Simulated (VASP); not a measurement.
Crystal: SmZn3I2.

```xyz
6
Lattice="-2.9892 2.9892 4.9134 2.9892 -2.9892 4.9134 2.9892 2.9892 -4.9134" Properties=species:S:1:pos:R:3 pbc="T T T"
Sm    0.0000    0.0000    0.0000
Zn    0.0000    0.0000    6.9125
Zn    0.0000    0.0000    2.9142
Zn    0.0000    0.0000    4.9134
I     0.0000    2.9892    0.0000
I     2.9892    0.0000    0.0000
```

The cell was generated, and may not be a known phase.

- Program: VASP 6.6.1
- Task: relaxation of cell and atoms
- Functional: PBE
- Potentials or basis: VASP PAW PBE potentials, release 64 (Sm_3, Zn, I), 4f in core
- Cutoff: 500 eV
- k mesh: 4 × 4 × 4
- Occupations: gaussian, width 0.2 eV
- Spin: no spin polarisation

At the start: pressure 11.8 GPa; volume 29.27 Å³/atom.

Where does the relaxation end?

Over 7 steps the energy falls by 404.3 meV/atom and the volume is 37.37 Å³/atom (+27.7 %); space group I4/mmm (No. 139, to 0.1 Å) before and after.

Step by step:
| step | energy change (eV) | largest force (eV/Å) | pressure (GPa) | volume (Å³) |
| --- | --- | --- | --- | --- |
| 1 | 0.0000 | 5.4154 | 11.77 | 175.62 |
| 2 | -2.2394 | 0.1602 | -0.81 | 234.57 |
| 3 | -2.3691 | 0.1788 | 0.92 | 214.05 |
| 4 | -2.3731 | 0.0836 | 0.56 | 217.25 |
| 5 | -2.3732 | 0.1078 | 0.66 | 216.37 |
| 6 | -2.4192 | 0.0867 | 0.10 | 221.28 |
| 7 | -2.4256 | 0.0734 | -0.18 | 224.25 |

Final structure:
```cif
data_structure
_symmetry_space_group_name_H-M 'P 1'
_symmetry_Int_Tables_number 1
_cell_length_a 7.1530
_cell_length_b 7.1530
_cell_length_c 7.1530
_cell_angle_alpha 127.349
_cell_angle_beta 127.349
_cell_angle_gamma 77.682
_cell_volume 224.25
loop_
_atom_site_label
_atom_site_type_symbol
_atom_site_fract_x
_atom_site_fract_y
_atom_site_fract_z
_atom_site_occupancy
Sm1 Sm 0.00000 0.00000 0.00000 1
Zn1 Zn 0.72463 0.72463 0.00000 1
Zn2 Zn 0.27537 0.27537 0.00000 1
Zn3 Zn 0.50000 0.50000 0.00000 1
I1 I 0.50000 0.00000 0.50000 1
I2 I 0.00000 0.50000 0.50000 1
```

Caveat: the volume moved by over 15 % at a fixed basis, so the end points are rough; the run has no spin polarisation, though such a crystal can be magnetic; the relaxation stopped at a loose force limit of 0.08 eV/Å, so its end isn't a converged minimum.
